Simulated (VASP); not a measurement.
## LiF: single point with r2SCAN

Crystal: LiF.

```
CELL_PARAMETERS angstrom
2.55953 0.00000 0.00000
0.00000 2.55953 0.00000
0.00000 0.00000 2.55953
ATOMIC_POSITIONS crystal
Li 0.00000 0.00000 0.00000
F 0.50000 0.50000 0.50000
```

- Program: VASP 6.6.1
- Task: single point
- Functional: r2SCAN
- Potentials or basis: VASP PAW PBE potentials, release 64 (Li_sv, F)
- Cutoff: 520 eV
- k mesh: 7 × 7 × 7
- Occupations: gaussian, width 0.01 eV
- Spin: no spin polarisation
- Dipole correction: no
- Further INCAR settings: ALGO = Normal; EDIFF = 1e-06; NBANDS = 12

* Band gap on the k mesh: 8.67 eV, indirect (least direct gap 9.32 eV)

Levels at points of the mesh, in eV from the valence-band top:
```
           k point  band 1  band 2  band 3  band 4  band 5  band 6  band 7  band 8  band 9  band 10
(0.00, 0.00, 0.00)  -44.01  -21.91   -0.65   -0.65   -0.65    8.67   19.92   19.92   22.71    22.71
```

It took 9.8 s on 1 thread of AMD EPYC 9R45 96-Core Processor (Zen 5), on a shared host, peak memory 0.09 GiB.

Caveat: the PAW data sets were made with another functional, which shifts forces and pressure a little. r2SCAN opens gaps a little over a GGA but as a rule still falls short of measured ones.
